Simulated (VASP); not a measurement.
Write the native input for VASP 6.6.1 that does the following.

| Item | Value |
| --- | --- |
| Task | single point |
| Functional | LDA |
| Potentials or basis | VASP PAW LDA potentials, release 64 (Ag) |
| Cutoff | 520 eV |
| k mesh | 13 × 13 × 13 |
| Occupations | fermi-dirac, width 0.1 eV |
| Spin | no spin polarisation |
| Dipole correction | no |
| Further INCAR settings | ALGO = Normal; EDIFF = 1e-07; NBANDS = 12 |

The structure of Ag lies in POSCAR:

```
Ag
1.0
    2.7489923268      0.0000000000      0.0000000000
    0.0000000000      2.7489923268      0.0000000000
    0.0000000000      0.0000000000      2.7489923268
Ag
1
Direct
    0.0000000000      0.0000000000      0.0000000000
```

This cell differs from its parent crystal: volume scaled by 1.12.

These files were run (other wordings do the same):

INCAR

```
SYSTEM = Ag
PREC     = Accurate       ! precision mode
ENCUT    = 520            ! plane-wave cutoff, eV
EDIFF    = 1E-7           ! SCF threshold, eV
ISMEAR   = -1             ! smearing method
SIGMA    = 0.1            ! smearing width, eV
LREAL    = .False.        ! projectors in reciprocal space
LASPH    = .True.         ! aspherical terms in the spheres
NELM     = 80             ! most SCF steps
ALGO     = Normal         ! electronic algorithm
ISIF     = 2              ! what is computed and relaxed
LWAVE    = .False.        ! write WAVECAR
LCHARG   = .True.         ! write CHGCAR
GGA      = CA             ! functional
LELF     = .True.         ! ELF
LVHAR    = .True.       
NBANDS   = 12             ! bands
```

KPOINTS

```
regular mesh
0
Gamma
  13 13 13
  0 0 0
```

Potentials or basis: VASP PAW LDA potentials, release 64 (Ag).

Launch:

```bash
$ cat potpaw_LDA.64/Ag/POTCAR > POTCAR
$ mpirun -np 1 vasp_std > vasp.out
```

It gave:

```json
{"Pressure": "-8.5 GPa"}
```

Run time: 8.8 s on 1 thread of Intel(R) Xeon(R) Platinum 8259CL CPU @ 2.50GHz (Skylake/Cascade Lake), on a shared host, peak memory 0.13 GiB.
